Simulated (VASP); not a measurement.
# BaAs (Cmcm) in VASP: further runs, part 2 of 2

VASP 6.6.1.

## (5) Single point, PBE

This run uses another cell than the first one, of 34.47 Å³/atom.

INCAR reads:

```
SYSTEM = BaAs
PREC = Accurate ; ENCUT = 520
EDIFF = 1E-6 ; ISMEAR = 0
SIGMA = 0.1 ; LREAL = .False.
LASPH = .True. ; NELM = 100
ALGO = Normal ; ISIF = 2
LWAVE = .False. ; LCHARG = .False.
GGA = PE ; NBANDS = 23
```

KPOINTS reads:

```
Automatic mesh
0
Gamma
  10 10 10
  0 0 0
```

POSCAR reads:

```
BaAs
1.0
    2.3899011616     -5.7219898609      0.0000000000
    2.3899011616      5.7219898609      0.0000000000
    0.0000000000      0.0000000000      5.0419915917
Ba As
2 2
Direct
    0.3630147490      0.6369852510      0.7500000000
    0.6369852510      0.3630147490      0.2500000000
    0.9441359816      0.0558640184      0.2500000000
    0.0558640184      0.9441359816      0.7500000000
```

Potentials or basis: VASP PAW PBE potentials, release 64 (Ba_sv, As).

The run is started by

```sh
cat potpaw_PBE.64/Ba_sv/POTCAR potpaw_PBE.64/As/POTCAR > POTCAR
mpirun -np 1 vasp_std > vasp.out
```

OUTCAR:

```text
SYSTEM = BaAs
   PREC = Accurate
   ENCUT = 520
   EDIFF = 1E-6
   ISMEAR = 0
   LREAL = .False.
   LASPH = .True.
   NELM = 100
   ISIF = 2
   GGA = PE

 ion  position               nearest neighbor table
   1  0.363  0.637  0.750-   4 3.25   4 3.25   4 3.52   3 3.60   3 3.60   3 3.60   3 3.60   2 4.02
                             2 4.02   2 4.33   2 4.33   2 4.33   2 4.33
   2  0.637  0.363  0.250-   3 3.25   3 3.25   3 3.52   4 3.60   4 3.60   4 3.60   4 3.60   1 4.02
                             1 4.02   1 4.33   1 4.33   1 4.33   1 4.33
   3  0.944  0.056  0.250-   4 2.83   4 2.83   2 3.25   2 3.25   2 3.52   1 3.60   1 3.60   1 3.60
                             1 3.60
   4  0.056  0.944  0.750-   3 2.83   3 2.83   1 3.25   1 3.25   1 3.52   2 3.60   2 3.60   2 3.60
                             2 3.60

  LATTYP: Found a base centered orthorhombic cell.
 ALAT       =     4.7798023232
 B/A-ratio  =     2.3942370307
 C/A-ratio  =     1.0548535799

  Lattice vectors:

 A1 = (   2.3899011616,  -5.7219898609,   0.0000000000)
 A2 = (   2.3899011616,   5.7219898609,   0.0000000000)
 A3 = (   0.0000000000,   0.0000000000,   5.0419915917)

Analysis of symmetry for initial positions (statically):
=====================================================================
 Subroutine PRICEL returns:
 Original cell was already a primitive cell.
[... 182 lines left out ...]
 Fermi energy:         3.5630844793

 k-point     1 :       0.0000    0.0000    0.0000
  band No.  band energies     occupation
      1     -24.9912      2.00000
      2     -24.8973      2.00000
      3     -10.5934      2.00000
      4     -10.3916      2.00000
      5     -10.1505      2.00000
      6     -10.1090      2.00000
[... 613 lines left out ...]
     22       7.2970      0.00000
     23       7.4200      0.00000

 [... further k-points ...]

------------------------ aborting loop because EDIFF is reached ----------------------------------------

  FORCE on cell =-STRESS in cart. coord.  units (eV):
  Direction    XX          YY          ZZ          XY          YZ          ZX
  --------------------------------------------------------------------------------------
  -------------------------------------------------------------------------------------
  Total        0.5041141      0.4658052      0.2417519      0.0000000      0.0000000      0.0000000
  in kB        5.8570679      5.4119744      2.8088033      0.0000000      0.0000000      0.0000000
  external PRESSURE =       4.6926152 kB  Pullay stress =       0.0000000 kB

 VOLUME and BASIS-vectors are now :
 -----------------------------------------------------------------------------
  energy-cutoff  :      520.00
  volume of cell :      137.90
      direct lattice vectors                 reciprocal lattice vectors
     2.389901162 -5.721989861  0.000000000     0.209213673 -0.087382189  0.000000000
     2.389901162  5.721989861  0.000000000     0.209213673  0.087382189  0.000000000
     0.000000000  0.000000000  5.041991592     0.000000000  0.000000000  0.198334325

 POSITION                                       TOTAL-FORCE (eV/Angst)
 -----------------------------------------------------------------------------------
      2.38990      1.56766      3.78149         0.000000      0.068600     -0.000000
      2.38990     -1.56766      1.26050         0.000000     -0.068600      0.000000
      2.38990     -5.08268      1.26050         0.000000      0.028599     -0.000000
      2.38990      5.08268      3.78149         0.000000     -0.028599     -0.000000
 -----------------------------------------------------------------------------------
    total drift:                                0.000000      0.000000      0.000000

  FREE ENERGIE OF THE ION-ELECTRON SYSTEM (eV)
  ---------------------------------------------------
  free  energy   TOTEN  =       -16.5686142492 eV

  energy  without entropy=      -16.5451642527  energy(sigma->0) =      -16.55688925
```

OSZICAR:

```text
N       E                     dE             d eps       ncg     rms          rms(c)
DAV:   1     0.180952713768E+03    0.18095E+03   -0.12402E+04  8556   0.110E+03
DAV:   2    -0.477827603352E+01   -0.18573E+03   -0.17724E+03 11708   0.206E+02
DAV:   3    -0.167917441929E+02   -0.12013E+02   -0.11860E+02 11630   0.547E+01
DAV:   4    -0.171576219139E+02   -0.36588E+00   -0.36507E+00 12914   0.774E+00
DAV:   5    -0.171630543031E+02   -0.54324E-02   -0.54302E-02 11455   0.866E-01    0.541E+00
DAV:   6    -0.165962588793E+02    0.56680E+00   -0.10724E+00 10679   0.405E+00    0.327E+00
DAV:   7    -0.165677042899E+02    0.28555E-01   -0.24786E-01 12015   0.211E+00    0.131E+00
DAV:   8    -0.165677172774E+02   -0.12987E-04   -0.33174E-02 10763   0.998E-01    0.179E-01
DAV:   9    -0.165680161737E+02   -0.29890E-03   -0.49458E-03 11264   0.370E-01    0.102E-01
DAV:  10    -0.165685812842E+02   -0.56511E-03   -0.97385E-04 10433   0.176E-01    0.306E-02
DAV:  11    -0.165686122373E+02   -0.30953E-04   -0.66283E-05 12910   0.369E-02    0.809E-03
DAV:  12    -0.165686136539E+02   -0.14166E-05   -0.42417E-06  9293   0.959E-03    0.388E-03
DAV:  13    -0.165686142492E+02   -0.59533E-06   -0.16566E-06  9301   0.634E-03
   1 F= -.16568614E+02 E0= -.16556889E+02  d E =-.234500E-01
```

stdout:

```text
POSCAR found type information on POSCAR BaAs
 POSCAR found :  2 types and       4 ions
 scaLAPACK will be used
 LDA part: xc-table for (Slater+PW92), standard interpolation
 POSCAR, INCAR and KPOINTS ok, starting setup
 FFT: planning ... GRIDC
 FFT: planning ... GRID_SOFT
 FFT: planning ... GRID
 WAVECAR not read
 entering main loop
```

Run time: 8.4 min. Hardware: 1 thread of Intel Xeon Platinum 8259CL at 2.50GHz (Skylake/Cascade Lake), shared host; peak memory 0.68 GiB.

Results:

* Free energy: -16.5686 eV
* Pressure: 0.5 GPa
* Largest force: 0.069 eV/Å
* Band gap on the k mesh: zero (bands 15 and 16 overlap by 0.86 eV)

Forces in eV/Å, atoms in the order of the input:
```
Ba   0.000  0.069  0.000
Ba   0.000 -0.069  0.000
As   0.000  0.029  0.000
As   0.000 -0.029  0.000
```

Stress tensor (GPa, compression positive):
```
0.59 0.00 0.00
0.00 0.54 0.00
0.00 0.00 0.28
```

Levels at points of the mesh, in eV from the Fermi level:
```csv
k point,band 11,band 12,band 13,band 14,band 15,band 16,band 17,band 18,band 19,band 20
"(0.00, 0.00, 0.00)",-3.64,-2.52,-2.29,-1.98,-0.58,0.64,1.09,1.13,1.53,1.63
"(0.50, 0.00, 0.00)",-4.08,-3.40,-2.13,-1.85,-1.54,-0.03,1.27,1.86,2.11,2.84
"(0.50, 0.50, 0.00)",-3.77,-2.92,-2.29,-1.94,-0.12,-0.07,1.22,1.43,1.72,2.18
"(0.00, 0.00, 0.50)",-3.15,-3.15,-2.22,-2.22,0.04,0.04,1.40,1.40,2.52,2.52
"(0.50, 0.00, 0.50)",-2.93,-2.93,-2.13,-2.13,0.05,0.05,1.54,1.54,3.14,3.14
"(0.50, 0.50, 0.50)",-3.57,-3.57,-1.82,-1.82,0.50,0.50,1.39,1.39,2.01,2.01
```

Caveat: spin-orbit coupling is left out, which moves the levels of the heavy elements.

## (6) Overview

```csv
task,cell,k mesh,cutoff (eV),gap on the mesh (eV),pressure (GPa),largest force (eV/Å)
single point,"a = 6.470, b = 6.470, c = 4.714 Å, angles 90.0, 90.0, 141.5°, 4 atoms, atomic positions A",4 × 4 × 4,520,none,7.5,1.52
single point,"a = 6.563, b = 6.563, c = 4.516 Å, angles 90.0, 90.0, 136.8°, 4 atoms, atomic positions B",4 × 4 × 4,520,none,0.5,0.05
relaxation of cell and atoms,"relaxed from a = 6.470, b = 6.470, c = 4.714 Å, angles 90.0, 90.0, 141.5°, 4 atoms, atomic positions A",4 × 4 × 4,600,none,0.0,0.02
single point,"a = 6.201, b = 6.201, c = 5.042 Å, angles 90.0, 90.0, 134.7°, 4 atoms, atomic positions C",10 × 10 × 10,520,none,0.5,0.07
```

Alike in all rows: level PBE; potentials or basis VASP PAW PBE potentials, release 64 (Ba_sv, As); no spin polarisation; smearing gaussian 0.1 eV.

Caveats: some runs use coarse meshes; spin-orbit coupling is left out, which moves the levels of the heavy elements; forces of over 1 eV/Å act on the atoms, so gaps and moduli don't describe the material at rest (at least some runs).

Total energies depend on the potentials used, so only differences within one code and one set of settings carry meaning.
